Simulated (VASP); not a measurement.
# RbSb4F13 (I4/m) in VASP: electric field gradients with PBE

Aim: the electric field gradients of RbSb4F13 with PBE.

Program: VASP 6.6.1. These are calculated values, not measurements. Logs are shortened: lines on timing, memory, paths and dates and some standing lists are left out, and cuts for length are marked.

## 1. The cell of the first run

Symmetry: I4/m, No. 87, tetragonal system. Conventional cell: a = 9.635 Å, b = 9.635 Å, c = 6.563 Å, α = 90.00°, β = 90.00°, γ = 90.00°. Within 3.7 Å of Rb (site symmetry 4/m) lie 14 F at 2.81 to 3.47 Å. Within 2.6 Å of Sb (site symmetry m) lie 3 F at 1.94 to 2.10 Å. F (site symmetry 4/m) has 8 F at 2.70 Å and 4 Sb at 2.88 Å and 2 Rb at 3.28 Å within 3.6 Å. F (site symmetry m) has 1 Sb at 1.94 Å and 2 F at 2.49 Å within 2.6 Å. Within 2.8 Å of F (site symmetry 1) lie 1 Sb at 2.10 Å and 2 F at 2.49 to 2.70 Å.

## 2. Electric field gradients, PBE

INCAR

```
SYSTEM = RbSb4F13
PREC     = Accurate       ! precision mode
ENCUT    = 520            ! plane-wave cutoff, eV
EDIFF    = 1E-8           ! SCF threshold, eV
ISMEAR   = -1             ! smearing method
SIGMA    = 0.02           ! smearing width, eV
LREAL    = Auto         
LASPH    = .True.         ! aspherical terms in the spheres
NELM     = 100            ! most SCF steps
ALGO     = Normal         ! electronic algorithm
ISIF     = 2              ! what is computed and relaxed
LWAVE    = .False.        ! write WAVECAR
LCHARG   = .False.        ! write CHGCAR
GGA      = PE             ! functional
LEFG     = .True.       
NBANDS   = 75             ! bands
```

KPOINTS

```
regular mesh
0
Gamma
  5 5 5
  0 0 0
```

POSCAR

```
RbSb4F13
1.0
   -4.8175000000      4.8175000000      3.2815000000
    4.8175000000     -4.8175000000      3.2815000000
    4.8175000000      4.8175000000     -3.2815000000
Rb Sb F
1 4 13
Direct
    0.5000000000      0.5000000000      0.0000000000
    0.0194000000      0.2980000000      0.3174000000
    0.2980000000      0.9806000000      0.2786000000
    0.9806000000      0.7020000000      0.6826000000
    0.7020000000      0.0194000000      0.7214000000
    0.0000000000      0.0000000000      0.0000000000
    0.5970000000      0.8470000000      0.4440000000
    0.8470000000      0.4030000000      0.2500000000
    0.4030000000      0.1530000000      0.5560000000
    0.1530000000      0.5970000000      0.7500000000
    0.4440000000      0.3330000000      0.3050000000
    0.3330000000      0.0280000000      0.8890000000
    0.0280000000      0.1390000000      0.6950000000
    0.1390000000      0.4440000000      0.1110000000
    0.5560000000      0.6670000000      0.6950000000
    0.6670000000      0.9720000000      0.1110000000
    0.9720000000      0.8610000000      0.3050000000
    0.8610000000      0.5560000000      0.8890000000
```

Potentials or basis: VASP PAW PBE potentials, release 64 (Rb_sv, Sb, F).

The run is started by

```sh
$ cat potpaw_PBE.64/Rb_sv/POTCAR potpaw_PBE.64/Sb/POTCAR potpaw_PBE.64/F/POTCAR > POTCAR
$ mpirun -np 1 vasp_std > vasp.out
```

OUTCAR:

```text
SYSTEM = RbSb4F13
   PREC = Accurate
   ENCUT = 520
   EDIFF = 1E-8
   ISMEAR = -1
   LREAL = Auto
   LASPH = .True.
   NELM = 100
   ISIF = 2
   GGA = PE

 ion  position               nearest neighbor table
   1  0.500  0.500  0.000-  14 2.81  18 2.81  11 2.81  15 2.81  17 2.81  13 2.81  12 2.81  16 2.81
                             6 3.28   6 3.28   8 3.47   9 3.47  10 3.47   7 3.47   3 4.36   5 4.36
   2  0.019  0.298  0.317-   8 1.94  16 2.10  14 2.10   1 4.36   1 4.36
   3  0.298  0.981  0.279-   9 1.94  11 2.10  17 2.10   1 4.36   1 4.36
   4  0.981  0.702  0.683-  10 1.94  12 2.10  18 2.10   1 4.36   1 4.36
   5  0.702  0.019  0.721-   7 1.94  15 2.10  13 2.10   1 4.36   1 4.36
   6  0.000  0.000  0.000-   1 3.28   1 3.28
   7  0.597  0.847  0.444-   5 1.94   1 3.47
   8  0.847  0.403  0.250-   2 1.94   1 3.47
   9  0.403  0.153  0.556-   3 1.94   1 3.47
  10  0.153  0.597  0.750-   4 1.94   1 3.47
  11  0.444  0.333  0.305-   3 2.10   1 2.81
  12  0.333  0.028  0.889-   4 2.10   1 2.81
  13  0.028  0.139  0.695-   5 2.10   1 2.81
  14  0.139  0.444  0.111-   2 2.10   1 2.81
  15  0.556  0.667  0.695-   5 2.10   1 2.81
  16  0.667  0.972  0.111-   2 2.10   1 2.81
  17  0.972  0.861  0.305-   3 2.10   1 2.81
  18  0.861  0.556  0.889-   4 2.10   1 2.81

  LATTYP: Found a body centered tetragonal cell.
 ALAT       =     9.6350000000
 C/A-ratio  =     0.6811624286

  Lattice vectors:

 A1 = (  -4.8175000000,   4.8175000000,   3.2815000000)
 A2 = (   4.8175000000,  -4.8175000000,   3.2815000000)
 A3 = (   4.8175000000,   4.8175000000,  -3.2815000000)

Analysis of symmetry for initial positions (statically):
=====================================================================
 Subroutine PRICEL returns:
 Original cell was already a primitive cell.

 Routine SETGRP: Setting up the symmetry group for a
 body centered tetragonal supercell.

 Subroutine GETGRP returns: Found  8 space group operations
 (whereof  8 operations were pure point group operations)
 out of a pool of 16 trial point group operations.

The static configuration has the point symmetry C_4h.

Analysis of symmetry for dynamics (positions and initial velocities):
=====================================================================
 Subroutine PRICEL returns:
 Original cell was already a primitive cell.

 Routine SETGRP: Setting up the symmetry group for a
 body centered tetragonal supercell.

 Subroutine GETGRP returns: Found  8 space group operations
 (whereof  8 operations were pure point group operations)
 out of a pool of 16 trial point group operations.

The dynamic configuration has the point symmetry C_4h.

 Subroutine INISYM returns: Found  8 space group operations
 (whereof  8 operations are pure point group operations),
 and found     1 'primitive' translations

----------------------------------------------------------------------------------------

                                     Primitive cell

  volume of cell :     304.6322

  direct lattice vectors                    reciprocal lattice vectors
    -4.817500000  4.817500000  3.281500000     0.000000000  0.103788272  0.152369343
     4.817500000 -4.817500000  3.281500000     0.103788272  0.000000000  0.152369343
     4.817500000  4.817500000 -3.281500000     0.103788272  0.103788272  0.000000000

  length of vectors
     7.562066831  7.562066831  7.562066831     0.184359492  0.184359492  0.146778782

  position of ions in fractional coordinates (direct lattice)
     0.500000000  0.500000000  0.000000000
     0.019400000  0.298000000  0.317400000
     0.298000000  0.980600000  0.278600000
     0.980600000  0.702000000  0.682600000
     0.702000000  0.019400000  0.721400000
     0.000000000  0.000000000  0.000000000
[... 10 lines left out ...]
     0.972000000  0.861000000  0.305000000
     0.861000000  0.556000000  0.889000000

  ion indices of the primitive-cell ions
   primitive index   ion index
                 1           1
                 2           2
                 3           3
                 4           4
                 5           5
                 6           6
[... 10 lines left out ...]
                17          17
                18          18

----------------------------------------------------------------------------------------

 KPOINTS: regular mesh

Automatic generation of k-mesh.
 Grid dimensions read from file:
 generate k-points for:    5    5    5

 Generating k-lattice:
[... 49 lines left out ...]
   PREC   = accura    normal or accurate (medium, high low for compatibility)
   ISTART =      0    job   : 0-new  1-cont  2-samecut
   ICHARG =      2    charge: 1-file 2-atom 10-const
   ISPIN  =      1    spin polarized calculation?
   LNONCOLLINEAR =      F non collinear calculations
   LSORBIT =      F    spin-orbit coupling
   LASPH  =      T    aspherical Exc in radial PAW
   ENCUT  =  520.0 eV  38.22 Ry    6.18 a.u.  14.06 14.06 14.06*2*pi/ulx,y,z
   NELM   =    100;   NELMIN=  2; NELMDL= -5     # of ELM steps
   EDIFF  = 0.1E-07   stopping-criterion for ELM
   LREAL  =      T    real-space projection
   EDIFFG = 0.1E-06   stopping-criterion for IOM
   NSW    =      0    number of steps for IOM
   IBRION =     -1    ionic relax: 0-MD 1-quasi-New 2-CG
   NFREE  =      0    steps in history (QN), initial steepest desc. (CG)
   ISIF   =      2    stress and relaxation
   ISYM   =      2    0-nonsym 1-usesym 2-fastsym
   POTIM  = 0.5000    time-step for ionic-motion
   TEBEG  =    0.0;   TEEND  =   0.0 temperature during run
   PSTRESS=    0.0 pullay stress
   NELECT =     120.0000    total number of electrons
   NUPDOWN=      -1.0000    fix difference up-down
   EMIN   =  10.00;   EMAX   =-10.00  energy-range for DOS
   EFERMI =   0.00;   METHOD = LEGACY
   ISMEAR =    -1;   SIGMA  =   0.02  broadening in eV -4-tet -1-fermi 0-gaus
   EFERMI_NEDOS =   21; number of points for ismear=-14 and -15
   IALGO  =     38    algorithm
   IMIX   =      4    mixing-type and parameters
     AMIX     =   0.40;   BMIX     =  1.00
     AMIX_MAG =   1.60;   BMIX_MAG =  1.00
  volume/ion in A,a.u.               =      16.92       114.21
  Fermi-wavevector in a.u.,A,eV,Ry     =   1.200079  2.267821 19.594981  1.440190
  Thomas-Fermi vector in A             =   2.335925
   LORBIT       =      0    0 simple, 1 ext, 2 COOP (PROOUT), +10 PAW based schemes
   GGA     = PE    functional components
   LHFCALC =     F    Hartree Fock is set to
   AEXX    =    0.0000 exact exchange contribution
   IVDW    =     0    specifies the selected vdW correction
   LEPSILON=     F    determine dielectric tensor
   LRPA    =     F    only Hartree local field effects (RPA)
 non-spin polarized calculation
  energy-cutoff  :      520.00
  volume of cell :      304.63
 maximum number of plane-waves:      8236
   NGX = 29   NGY = 29   NGZ = 29

 number of electron     119.9999985 magnetization

 Free energy of the ion-electron system (eV)
  ---------------------------------------------------
  ext. energy  EPLUGINS =         0.00000000
  ---------------------------------------------------
  free energy    TOTEN  =       -80.18354162 eV

  energy without entropy =      -80.18354162  energy(sigma->0) =      -80.18354162

 E-fermi :   1.2473     XC(G=0):  -8.9519

 val. band max:        0.7798652408   @ k =   0.0000   0.0000   0.0000
 cond. band min:       3.3645591340   @ k =  -0.4000   0.4000   0.4000
 fundamental gap:      2.5846938932
 Fermi energy:         1.2472665455

 k-point     1 :       0.0000    0.0000    0.0000
  band No.  band energies     occupation
      1     -21.8906      2.00000
      2     -21.7263      2.00000
      3     -21.7090      2.00000
      4     -21.7090      2.00000
      5     -21.6702      2.00000
      6     -20.4279      2.00000
[... 1564 lines left out ...]
     71       7.0490      0.00000
     72       7.0570      0.00000
 [bands above 72 left out]

------------------------ aborting loop because EDIFF is reached ----------------------------------------

  FORCE on cell =-STRESS in cart. coord.  units (eV):
  Direction    XX          YY          ZZ          XY          YZ          ZX
  --------------------------------------------------------------------------------------
  -------------------------------------------------------------------------------------
  Total       -4.4879410     -4.4879410    -10.2284167      0.0000004      0.0000000      0.0000000
  in kB      -23.6037971    -23.6037971    -53.7951534      0.0000023      0.0000000      0.0000000
  external PRESSURE =     -33.6675825 kB  Pullay stress =       0.0000000 kB

 VOLUME and BASIS-vectors are now :
 -----------------------------------------------------------------------------
  energy-cutoff  :      520.00
  volume of cell :      304.63
      direct lattice vectors                 reciprocal lattice vectors
    -4.817500000  4.817500000  3.281500000     0.000000000  0.103788272  0.152369343
     4.817500000 -4.817500000  3.281500000     0.103788272  0.000000000  0.152369343
     4.817500000  4.817500000 -3.281500000     0.103788272  0.103788272  0.000000000

 POSITION                                       TOTAL-FORCE (eV/Angst)
 -----------------------------------------------------------------------------------
      0.00000      0.00000      3.28150         0.000000     -0.000000      0.000000
      2.87123      0.18692      0.00000        -3.535759     -1.688594     -0.000000
      4.63058     -1.94627      3.28150         1.688594     -3.535759     -0.000000
      1.94627      4.63058      3.28150         3.535759      1.688594      0.000000
      0.18692      6.76377     -0.00000        -1.688594      3.535759      0.000000
      0.00000      0.00000      0.00000         0.000000     -0.000000      0.000000
[... 10 lines left out ...]
      0.93459      2.00408      5.01413        -0.896932      0.764000      1.105475
      2.81342      5.75210      1.73263        -0.764000     -0.896932      1.105475
 -----------------------------------------------------------------------------------
    total drift:                                0.000000      0.000000     -0.000000

  FREE ENERGIE OF THE ION-ELECTRON SYSTEM (eV)
  ---------------------------------------------------
  free  energy   TOTEN  =       -80.1835416210 eV

  energy  without entropy=      -80.1835416209  energy(sigma->0) =      -80.18354162

 Electric field gradients (V/A^2)
---------------------------------------------------------------------
 ion       V_xx      V_yy      V_zz      V_xy      V_xz      V_yz
---------------------------------------------------------------------
   1      15.949    15.949   -31.897     0.000     0.000     0.000
   2     159.089  -301.085   141.996   -56.668    -0.000    -0.000
   3    -301.085   159.089   141.996    56.669     0.001     0.001
   4     159.089  -301.085   141.996   -56.668    -0.000    -0.000
   5    -301.085   159.089   141.996    56.669     0.001     0.001
   6      47.878    47.878   -95.755    -0.011    -0.011    -0.011
[... 10 lines left out ...]
  17       4.361   -41.934    37.573   -64.242   -86.218    38.878
  18     -41.933     4.361    37.572    64.235   -38.880   -86.214
---------------------------------------------------------------------

 Electric field gradients after diagonalization (V/A^2)
 (convention: |V_zz| > |V_xx| > |V_yy|)
----------------------------------------------------------------------
 ion       V_xx      V_yy      V_zz     asymmetry (V_yy - V_xx)/ V_zz
----------------------------------------------------------------------
   1      15.949    15.949   -31.897       0.000
   2     165.965   141.996  -307.961       0.078
   3     165.965   141.996  -307.961       0.078
   4     165.965   141.996  -307.961       0.078
   5     165.965   141.996  -307.961       0.078
   6      47.889    47.867   -95.755       0.000
[... 10 lines left out ...]
  17     -91.697   -45.586   137.284       0.336
  18     -91.688   -45.589   137.278       0.336
----------------------------------------------------------------------

           NMR quadrupolar parameters

 Cq : quadrupolar parameter    Cq=e*Q*V_zz/h
 eta: asymmetry parameters     (V_yy - V_xx)/ V_zz
 Q  : nuclear electric quadrupole moment in mb (millibarn)
----------------------------------------------------------------------
 ion       Cq(MHz)       eta       Q (mb)
----------------------------------------------------------------------
   1      -0.077       0.000       1.000
   2      -0.745       0.078       1.000
   3      -0.745       0.078       1.000
   4      -0.745       0.078       1.000
   5      -0.745       0.078       1.000
   6      -0.232       0.000       1.000
[... 10 lines left out ...]
  17       0.332       0.336       1.000
  18       0.332       0.336       1.000
----------------------------------------------------------------------
```

Run time: 22 min. Hardware: 1 thread of Intel Xeon Platinum 8259CL at 2.50GHz (Skylake/Cascade Lake), shared host; peak memory 0.59 GiB.

What came out:

| Quantity | Value |
| --- | --- |
| Free energy | -80.1835 eV |
| Pressure | -3.4 GPa |
| Largest force | 3.918 eV/Å |
| Band gap on the k mesh | 2.58 eV, indirect (least direct gap 2.60 eV) |

Forces in eV/Å, atoms in the order of the input:
```
Rb   0.000  0.000  0.000
Sb  -3.536 -1.689  0.000
Sb   1.689 -3.536  0.000
Sb   3.536  1.689  0.000
Sb  -1.689  3.536  0.000
F    0.000  0.000  0.000
F    0.222 -1.360  0.000
F    1.360  0.222  0.000
F   -0.222  1.360  0.000
F   -1.360 -0.222  0.000
F   -0.897  0.764 -1.105
F   -0.764 -0.897 -1.105
F    0.897 -0.764 -1.105
F    0.764  0.897 -1.105
F    0.897 -0.764  1.105
F    0.764  0.897  1.105
F   -0.897  0.764  1.105
F   -0.764 -0.897  1.105
```

Stress tensor (GPa, compression positive):
```
-2.36  0.00  0.00
 0.00 -2.36  0.00
 0.00  0.00 -5.38
```

Levels at points of the mesh, in eV from the valence-band top:
| k point | band 57 | band 58 | band 59 | band 60 | band 61 | band 62 | band 63 | band 64 |
| --- | --- | --- | --- | --- | --- | --- | --- | --- |
| (0.00, 0.00, 0.00) | -1.54 | -0.52 | -0.52 | 0.00 | 2.74 | 3.38 | 3.64 | 4.10 |

Electric field gradients, principal values (V/Å²):
```tsv
atom	least	middle	greatest (by size)
1 Rb	15.949	15.949	-31.897
2 Sb	141.996	165.965	-307.961
3 Sb	141.996	165.965	-307.961
4 Sb	141.996	165.965	-307.961
5 Sb	141.996	165.965	-307.961
6 F	47.867	47.889	-95.755
7 F	-51.236	-53.506	104.741
8 F	-51.248	-53.502	104.750
9 F	-51.236	-53.506	104.741
10 F	-51.248	-53.502	104.750
11 F	-45.590	-91.693	137.283
12 F	-45.591	-91.686	137.276
13 F	-45.586	-91.697	137.284
14 F	-45.589	-91.688	137.278
15 F	-45.590	-91.693	137.283
16 F	-45.591	-91.686	137.276
17 F	-45.586	-91.697	137.284
18 F	-45.589	-91.688	137.278
```

Caveat: without QUAD_EFG the Cq values of the log hold for a quadrupole moment of 1 mb, not for the nuclei; spin-orbit coupling is left out, which moves the levels of the heavy elements; forces of over 1 eV/Å act on the atoms, so gaps and moduli don't describe the material at rest. PBE gaps usually lie below the measured ones, often by a third to a half.
